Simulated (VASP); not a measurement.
A run of VASP 6.6.1 is set up as follows.

INCAR

```
SYSTEM = S
PREC = Accurate ; ENCUT = 600
EDIFF = 1E-6 ; ISMEAR = 0
SIGMA = 0.1 ; LREAL = .FALSE.
LASPH = .TRUE. ; NELM = 60
ALGO = Normal ; ISIF = 3
LWAVE = .FALSE. ; LCHARG = .FALSE.
GGA = PE ; IBRION = 2
NSW = 90 ; EDIFFG = -0.04
```

File KPOINTS:

```
regular mesh
0
G
  6 6 6
  0 0 0
```

POSCAR

```
S
1.0
    5.6656459624      0.0000000000      0.0000000000
   -2.8328229812      4.9065933323      0.0000000000
    0.0000000000      0.0000000000      3.4732873074
S
3
Direct
    0.0000000000      0.0000000000      0.0000000000
    0.3333333333      0.6666666667      0.5000000000
    0.6666666667      0.3333333333      0.5000000000
```

Potentials or basis: VASP PAW PBE potentials, release 64 (S).

Run with:

```sh
$ cat potpaw_PBE.64/S/POTCAR > POTCAR
$ mpirun -np 1 vasp_std > vasp.out
```

Task: What does it give for the relaxed volume?

Result: 24.73 Å³/atom.

Task: What does it give for the band gap on the k mesh?

Result: Zero (bands 9 and 10 overlap by 2.44 eV).

Task: Estimate the relaxed cell.

Result: a = 6.346 Å, b = 6.346 Å, c = 2.127 Å, α = 90.00°, β = 90.00°, γ = 120.00°.

Task: What does it give for the space group after relaxing (to 0.1 Å)?

Result: P6/mmm (No. 191).

Stress tensor (GPa, compression positive):
```
-0.04  0.00  0.00
 0.00 -0.04  0.00
 0.00  0.00 -0.26
```

Caveat: the volume moved by over 15 % at a fixed basis, so the end points are rough.
